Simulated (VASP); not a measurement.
Runs of VASP 6.6.1 on CsSnI3. The structure is that of space group Pm-3m (No. 221), or close to it. The cells are those of the table. 

| level | cell | smearing | gap on the mesh (eV) | pressure (GPa) |
| --- | --- | --- | --- | --- |
| PBE | a = 6.366, b = 6.366, c = 6.212 Å, 5 atoms | fermi-dirac 0.02 eV | 0.47 | -0.1 |
| r2SCAN | a = 6.179, b = 6.179, c = 6.259 Å, 5 atoms | gaussian 0.01 eV | 0.36 | 0.3 |
| PBE | a = 6.117, b = 6.117, c = 6.275 Å, 5 atoms | fermi-dirac 0.02 eV | (a) | (c) |
| r2SCAN | a = 6.117, b = 6.117, c = 6.275 Å, 5 atoms | fermi-dirac 0.02 eV | 0.20 | 0.7 |
| PBE | a = 6.179, b = 6.179, c = 6.259 Å, 5 atoms | fermi-dirac 0.02 eV | 0.24 | 0.8 |
| r2SCAN | a = 6.054, b = 6.054, c = 6.292 Å, 5 atoms | fermi-dirac 0.02 eV | 0.03 | (b) |
| PBE | a = 6.054, b = 6.054, c = 6.292 Å, 5 atoms | fermi-dirac 0.02 eV | 0.05 | 1.5 |
| r2SCAN | a = 6.304, b = 6.304, c = 6.227 Å, 5 atoms | gaussian 0.01 eV | 0.55 | -0.3 |
| PBE | a = 6.429, b = 6.429, c = 6.196 Å, 5 atoms | fermi-dirac 0.02 eV | 0.50 | -0.3 |
| PBE | a = 6.304, b = 6.304, c = 6.227 Å, 5 atoms | fermi-dirac 0.02 eV | 0.43 | 0.2 |

Alike in all rows: task single point; potentials or basis VASP PAW PBE potentials, release 64 (Cs_sv, Sn_d, I); no spin polarisation; k mesh 4 × 4 × 4; cutoff (eV) 520.

Problem. Fill in the values left out.

Solution. (a) 0.10; (b) 1.1; (c) 1.2.

Caveats: spin-orbit coupling is left out, which moves the levels of the heavy elements; the PAW data sets were made with another functional, which shifts forces and pressure a little (some runs).

A k mesh can miss the band edges, and the runs leave out spin-orbit coupling on Cs, I, Sn.
